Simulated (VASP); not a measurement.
A run of VASP 6.6.1 is set up as follows.

INCAR

```
SYSTEM = Si2Mo
PREC = Accurate
ENCUT = 520
EDIFF = 1E-6
ISMEAR = 0
SIGMA = 0.1
LREAL = .FALSE.
LASPH = .TRUE.
NELM = 100
ALGO = Normal
ISIF = 2
LWAVE = .FALSE.
LCHARG = .TRUE.
GGA = PE
LELF = .TRUE.
LVHAR = .TRUE.
NBANDS = 31
```

Contents of KPOINTS:

```
Automatic mesh
0
G
  8 8 8
  0 0 0
```

File POSCAR:

```
Si2Mo
1.0
    4.7522154444      0.0000000000      0.0000000000
    0.0000000000      5.4558351803      0.0000000000
    0.0000000000      0.0000000000      5.5543908331
Si Mo
4 2
Direct
    0.5000000000      0.7160746156      0.2117508966
    0.5000000000      0.2839253844      0.2117508966
    0.5000000000      0.2839253844      0.7882491034
    0.5000000000      0.7160746156      0.7882491034
    0.2303612087      0.0000000000      0.5000000000
    0.7696387913      0.0000000000      0.5000000000
```

Potentials or basis: VASP PAW PBE potentials, release 64 (Si, Mo_sv).

The run is started by

```sh
$ cat potpaw_PBE.64/Si/POTCAR potpaw_PBE.64/Mo_sv/POTCAR > POTCAR
$ mpirun -np 1 vasp_std > vasp.out
```

Task: Predict the band gap on the k mesh.

Result: Zero (band 22 reaches 5.30 eV, above the bottom of band 23 at 4.10 eV).

Task: Estimate the pressure.

Result: 0.2 GPa.

Task: What does it give for the largest force?

Result: 0.247 eV/Å.

Forces on the atoms (eV/Å):
```
Si   0.000 -0.013 -0.007
Si   0.000  0.013 -0.007
Si   0.000  0.013  0.007
Si   0.000 -0.013  0.007
Mo   0.247  0.000  0.000
Mo  -0.247  0.000  0.000
```
